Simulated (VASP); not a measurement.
A run of VASP 6.6.1 is set up as follows.

INCAR

```
PREC = Accurate ; ENCUT = 500
EDIFF = 1E-6 ; ISMEAR = -1
SIGMA = 0.1 ; LREAL = F
LASPH = T ; NELM = 200
ALGO = Normal ; ISIF = 2
LWAVE = F ; LCHARG = F
ISPIN = 2 ; MAGMOM = 0 0 4
LORBIT = 11 ; LMAXMIX = 4
GGA = PE ; NBANDS = 28
GGA_COMPAT = F
```

File KPOINTS:

```
Automatic mesh
0
Gamma
  15 15 6
```

File POSCAR:

```
MnPt2
1.0
    2.8584044518      0.0000000000      0.0000000000
   -1.4292022259      2.4754508696      0.0000000000
    0.0000000000      0.0000000000      6.5325040000
Pt Mn
2 1
Direct
    0.6666666667      0.3333333333      0.3162060000
    0.3333333333      0.6666666667      0.6837940000
    0.0000000000      0.0000000000      0.0000000000
```

Potentials or basis: VASP PAW PBE potentials, release 64 (Pt, Mn_pv).

Command:

```sh
$ cat potpaw_PBE.64/Pt/POTCAR potpaw_PBE.64/Mn_pv/POTCAR > POTCAR
$ mpirun -np 1 vasp_std > vasp.out
```

Question: Estimate the largest force.

Answer: 0.032 eV/Å.

Question: Predict the pressure.

Answer: -1.0 GPa.

Question: What does it give for the net moment?

Answer: 4.43 μB per cell.

Question: What does it give for the site moments?

Answer: Pt +0.27; Mn +3.72 μB.

Forces on the atoms (eV/Å):
```
Pt   0.000  0.000  0.032
Pt   0.000  0.000 -0.032
Mn   0.000  0.000  0.000
```
